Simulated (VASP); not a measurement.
# CoCu2ClO3 (P4/nmm) in VASP: single point with PBEsol

Aim: the single point of CoCu2ClO3 with PBEsol.

Program: VASP 6.6.1. These are calculated values, not measurements. Logs are shortened: lines on timing, memory, paths and dates and some standing lists are left out, and cuts for length are marked.

## Step 1: The cell of the first run

The structure is tetragonal, space group P4/nmm (No. 129). Conventional cell: a = 3.419 Å, b = 3.419 Å, c = 12.536 Å, α = 90.00°, β = 90.00°, γ = 90.00°. Within 2.2 Å of O (site symmetry 4mm) lie 1 Co at 1.66 Å and 1 Cu at 2.16 Å. O (site symmetry 2mm) has 2 Co at 1.73 Å and 4 Cu at 2.23 to 2.37 Å and 6 O at 2.42 to 2.59 Å within 2.6 Å. Within 2.2 Å of Co (site symmetry 4mm) lie 5 O at 1.66 to 1.73 Å. Cu (site symmetry 4mm) has 4 O at 2.23 Å and 5 Cl at 2.62 to 2.90 Å and 4 Co at 2.97 Å and 1 Cu at 3.09 Å within 3.1 Å. Cu (site symmetry 4mm) has 9 O at 2.16 to 2.44 Å and 4 Co at 2.78 Å within 2.9 Å. Within 3.5 Å of Cl (site symmetry 4mm) lie 5 Cu at 2.62 to 2.90 Å and 1 Co at 2.73 Å and 4 O at 2.98 Å and 8 Cl at 3.07 to 3.42 Å.

## Step 2: Single point, PBEsol

File INCAR:

```
SYSTEM = CoCu2ClO3
ALGO     = Normal         ! electronic algorithm
EDIFF    = 1E-6           ! SCF threshold, eV
ENCUT    = 520            ! plane-wave cutoff, eV
GGA      = PS             ! functional
ISIF     = 2              ! what is computed and relaxed
ISMEAR   = -1             ! smearing method
LASPH    = .True.         ! aspherical terms in the spheres
LCHARG   = .False.        ! write CHGCAR
LREAL    = .False.        ! projectors in reciprocal space
LUSENCCL = .False.      
LWAVE    = .False.        ! write WAVECAR
NBANDS   = 69             ! bands
NELM     = 100            ! most SCF steps
PREC     = Accurate       ! precision mode
SIGMA    = 0.1            ! smearing width, eV
```

File KPOINTS:

```
k-points
0
Gamma
  10 10 3
  0 0 0
```

File POSCAR:

```
CoCu2ClO3
1.0
    3.4190546000      0.0000000000      0.0000000000
    0.0000000000      3.4190546000      0.0000000000
    0.0000000000      0.0000000000     12.5359127200
O Co Cu Cl
6 2 4 2
Direct
    0.2500000000      0.2500000000      0.0745000000
    0.7500000000      0.7500000000      0.9255000000
    0.2500000000      0.7500000000      0.2296000000
    0.7500000000      0.2500000000      0.2296000000
    0.7500000000      0.2500000000      0.7704000000
    0.2500000000      0.7500000000      0.7704000000
    0.2500000000      0.2500000000      0.2069000000
    0.7500000000      0.7500000000      0.7931000000
    0.7500000000      0.7500000000      0.3442000000
    0.2500000000      0.2500000000      0.6558000000
    0.7500000000      0.7500000000      0.0981000000
    0.2500000000      0.2500000000      0.9019000000
    0.2500000000      0.2500000000      0.4247000000
    0.7500000000      0.7500000000      0.5753000000
```

Potentials or basis: VASP PAW PBE potentials, release 64 (O, Co, Cu, Cl).

The run is started by

```
> cat potpaw_PBE.64/O/POTCAR potpaw_PBE.64/Co/POTCAR potpaw_PBE.64/Cu/POTCAR potpaw_PBE.64/Cl/POTCAR > POTCAR
> mpirun -np 1 vasp_std > vasp.out
```

OUTCAR:

```text
SYSTEM = CoCu2ClO3
   EDIFF = 1E-6
   ENCUT = 520
   GGA = PS
   ISIF = 2
   ISMEAR = -1
   LASPH = .True.
   LREAL = .False.
   NELM = 100
   PREC = Accurate

 ion  position               nearest neighbor table
   1  0.250  0.250  0.075-   7 1.66  12 2.16
   2  0.750  0.750  0.925-   8 1.66  11 2.16
   3  0.250  0.750  0.230-   7 1.73   7 1.73   9 2.23   9 2.23  11 2.37  11 2.37
   4  0.750  0.250  0.230-   7 1.73   7 1.73   9 2.23   9 2.23  11 2.37  11 2.37
   5  0.750  0.250  0.770-   8 1.73   8 1.73  10 2.23  10 2.23  12 2.37  12 2.37
   6  0.250  0.750  0.770-   8 1.73   8 1.73  10 2.23  10 2.23  12 2.37  12 2.37
   7  0.250  0.250  0.207-   1 1.66   3 1.73   4 1.73   3 1.73   4 1.73  13 2.73  11 2.78  11 2.78
                            11 2.78  11 2.78
   8  0.750  0.750  0.793-   2 1.66   5 1.73   6 1.73   5 1.73   6 1.73  14 2.73  12 2.78  12 2.78
                            12 2.78  12 2.78
   9  0.750  0.750  0.344-   3 2.23   4 2.23   4 2.23   3 2.23  13 2.62  13 2.62  13 2.62  13 2.62

  10  0.250  0.250  0.656-   5 2.23   6 2.23   6 2.23   5 2.23  14 2.62  14 2.62  14 2.62  14 2.62

  11  0.750  0.750  0.098-   2 2.16   3 2.37   4 2.37   4 2.37   3 2.37   7 2.78   7 2.78   7 2.78
                             7 2.78
  12  0.250  0.250  0.902-   1 2.16   5 2.37   6 2.37   6 2.37   5 2.37   8 2.78   8 2.78   8 2.78
                             8 2.78
  13  0.250  0.250  0.425-   9 2.62   9 2.62   9 2.62   9 2.62   7 2.73
  14  0.750  0.750  0.575-  10 2.62  10 2.62  10 2.62  10 2.62   8 2.73

  LATTYP: Found a simple tetragonal cell.
 ALAT       =     3.4190546000
 C/A-ratio  =     3.6664850921

  Lattice vectors:

 A1 = (   3.4190546000,   0.0000000000,   0.0000000000)
 A2 = (   0.0000000000,   3.4190546000,   0.0000000000)
 A3 = (   0.0000000000,   0.0000000000,  12.5359127200)

Analysis of symmetry for initial positions (statically):
=====================================================================
 Subroutine PRICEL returns:
 Original cell was already a primitive cell.

 Routine SETGRP: Setting up the symmetry group for a
 simple tetragonal supercell.

 Subroutine GETGRP returns: Found 16 space group operations
 (whereof  4 operations were pure point group operations)
 out of a pool of 16 trial point group operations.

The static configuration has the point symmetry C_2h.
 The point group associated with its full space group is D_4h.

Analysis of symmetry for dynamics (positions and initial velocities):
[... 152 lines left out ...]
   EFERMI_NEDOS =   21; number of points for ismear=-14 and -15
   IALGO  =     38    algorithm
   IMIX   =      4    mixing-type and parameters
     AMIX     =   0.40;   BMIX     =  1.00
     AMIX_MAG =   1.60;   BMIX_MAG =  1.00
  volume/ion in A,a.u.               =      10.47        70.64
  Fermi-wavevector in a.u.,A,eV,Ry     =   1.496781  2.828505 30.481844  2.240352
  Thomas-Fermi vector in A             =   2.608753
   LORBIT       =      0    0 simple, 1 ext, 2 COOP (PROOUT), +10 PAW based schemes
   GGA     = PS    functional components
   LHFCALC =     F    Hartree Fock is set to
   AEXX    =    0.0000 exact exchange contribution
   IVDW    =     0    specifies the selected vdW correction
   LEPSILON=     F    determine dielectric tensor
   LRPA    =     F    only Hartree local field effects (RPA)
 non-spin polarized calculation
  energy-cutoff  :      520.00
  volume of cell :      146.54
 maximum number of plane-waves:      4000
 NGX is ok and might be reduce to    28
   NGX = 13   NGY = 13   NGZ = 47

 number of electron     112.0000022 magnetization

 Free energy of the ion-electron system (eV)
  ---------------------------------------------------
  ext. energy  EPLUGINS =         0.00000000
  ---------------------------------------------------
  free energy    TOTEN  =       -70.72775917 eV

  energy without entropy =      -70.18524521  energy(sigma->0) =      -70.45650219

 E-fermi :   6.1687     XC(G=0): -12.2174

 val. band max:        6.1645838767   @ k =   0.5000   0.1000   0.0000
 cond. band min:       6.1720283933   @ k =   0.3000   0.2000   0.0000
 fundamental gap:      0.0074445166
 Fermi energy:         6.1686792756

 k-point     1 :       0.0000    0.0000    0.0000
  band No.  band energies     occupation
      1     -14.6059      2.00000
      2     -14.5759      2.00000
      3     -12.4140      2.00000
      4     -12.3209      2.00000
      5     -12.3208      2.00000
      6     -11.9791      2.00000
[... 1693 lines left out ...]
     67      14.0912      0.00000
     68      14.5624      0.00000

 [... further k-points ...]

 [bands above 68 left out]

------------------------ aborting loop because EDIFF is reached ----------------------------------------

  FORCE on cell =-STRESS in cart. coord.  units (eV):
  Direction    XX          YY          ZZ          XY          YZ          ZX
  --------------------------------------------------------------------------------------
  -------------------------------------------------------------------------------------
  Total       17.7196195     17.7196195     14.4508422     -0.0000000     -0.0000000     -0.0000000
  in kB      193.7300283    193.7300283    157.9922224     -0.0000000     -0.0000000     -0.0000000
  external PRESSURE =     181.8174263 kB  Pullay stress =       0.0000000 kB

 VOLUME and BASIS-vectors are now :
 -----------------------------------------------------------------------------
  energy-cutoff  :      520.00
  volume of cell :      146.54
      direct lattice vectors                 reciprocal lattice vectors
     3.419054600  0.000000000  0.000000000     0.292478511  0.000000000  0.000000000
     0.000000000  3.419054600  0.000000000     0.000000000  0.292478511  0.000000000
     0.000000000  0.000000000 12.535912720     0.000000000  0.000000000  0.079770817

 POSITION                                       TOTAL-FORCE (eV/Angst)
 -----------------------------------------------------------------------------------
      0.85476      0.85476      0.93393         0.000000      0.000000     -4.143459
      2.56429      2.56429     11.60199        -0.000000     -0.000000      4.143459
      0.85476      2.56429      2.87825         0.000000      0.000000      0.958026
      2.56429      0.85476      2.87825         0.000000     -0.000000      0.958026
      2.56429      0.85476      9.65767        -0.000000      0.000000     -0.958026
      0.85476      2.56429      9.65767         0.000000      0.000000     -0.958026
      0.85476      0.85476      2.59368        -0.000000     -0.000000      1.375095
      2.56429      2.56429      9.94223        -0.000000     -0.000000     -1.375095
      2.56429      2.56429      4.31486         0.000000      0.000000      0.435745
      0.85476      0.85476      8.22105         0.000000     -0.000000     -0.435745
      2.56429      2.56429      1.22977         0.000000      0.000000     -1.310482
      0.85476      0.85476     11.30614        -0.000000      0.000000      1.310482
      0.85476      0.85476      5.32400        -0.000000      0.000000     -0.768984
      2.56429      2.56429      7.21191         0.000000      0.000000      0.768984
 -----------------------------------------------------------------------------------
    total drift:                                0.000000      0.000000      0.000000

  FREE ENERGIE OF THE ION-ELECTRON SYSTEM (eV)
  ---------------------------------------------------
  free  energy   TOTEN  =       -70.7277591686 eV

  energy  without entropy=      -70.1852452052  energy(sigma->0) =      -70.45650219
```

Run time: 12 min. Hardware: 1 × NVIDIA H100 80GB with 1 thread of AMD EPYC 7R13 (Zen 3), shared host; peak memory 1.5 GiB.

What came out:

```
Free energy            : -70.7278 eV
Pressure               : 18.2 GPa
Largest force          : 4.143 eV/Å
Band gap on the k mesh : zero (bands 56 and 57 overlap by 0.31 eV)
```

Forces in eV/Å, atoms in the order of the input:
```
O    0.000  0.000 -4.143
O    0.000  0.000  4.143
O    0.000  0.000  0.958
O    0.000  0.000  0.958
O    0.000  0.000 -0.958
O    0.000  0.000 -0.958
Co   0.000  0.000  1.375
Co   0.000  0.000 -1.375
Cu   0.000  0.000  0.436
Cu   0.000  0.000 -0.436
Cu   0.000  0.000 -1.310
Cu   0.000  0.000  1.310
Cl   0.000  0.000 -0.769
Cl   0.000  0.000  0.769
```

Caveat: the cell stands under pressure; the PAW data sets were made with another functional, which shifts forces and pressure a little; the run has no spin polarisation, though such a crystal can be magnetic; semilocal functionals often make such compounds metallic where correlation or magnetic order opens a gap, which also shifts bond lengths. With open d or f shells a metallic result of PBEsol can be an artefact of self-interaction; +U or a hybrid may open a gap.
